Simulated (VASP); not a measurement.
Crystal: Ge.

```
Ge
1.0
     2.84812    0.00000    0.00000
    -1.42406    2.46654    0.00000
     0.00000    0.00000    2.80431
Ge
1
Direct
  0.00000 0.00000 0.50000
```

The cell was built from a structure type or drawn by symmetry, and may not be a known phase.

| Quantity | Value |
| --- | --- |
| Program | VASP 6.6.1 |
| Task | relaxation of cell and atoms |
| Functional | PBE |
| Potentials or basis | VASP PAW PBE potentials, release 64 (Ge_d) |
| Cutoff | 600 eV |
| k mesh | 24 × 24 × 20 |
| Occupations | gaussian, width 0.1 eV |
| Spin | no spin polarisation |

At the start: pressure -0.8 GPa; volume 19.70 Å³/atom.

**Question.** How do energy, volume and symmetry change on relaxing?

**Answer.** Over 10 steps the energy falls by 20.6 meV/atom and the volume is 19.35 Å³/atom (-1.8 %); space group P6/mmm (No. 191, to 0.1 Å) before and after.

The path:
```
step  energy change (eV)  largest force (eV/Å)  pressure (GPa)  volume (Å³)
   1              0.0000                0.0000           -0.78        19.70
   2             -0.0205                0.0000           -0.05        19.41
   3             -0.0205                0.0000           -0.17        19.42
   4             -0.0205                0.0000           -0.20        19.42
   5             -0.0205                0.0000           -0.09        19.36
   6             -0.0205                0.0000            0.00        19.34
   7             -0.0205                0.0000            0.02        19.35
   8             -0.0205                0.0000            0.02        19.35
   9             -0.0205                0.0000           -0.01        19.36
  10             -0.0206                0.0000           -0.05        19.35
```

Final structure:
```xyz
1
Lattice="2.8800 0.0000 0.0000 -1.4400 2.4941 0.0000 0.0000 0.0000 2.6938" Properties=species:S:1:pos:R:3 pbc="T T T"
Ge    0.0000    0.0000    1.3469
```
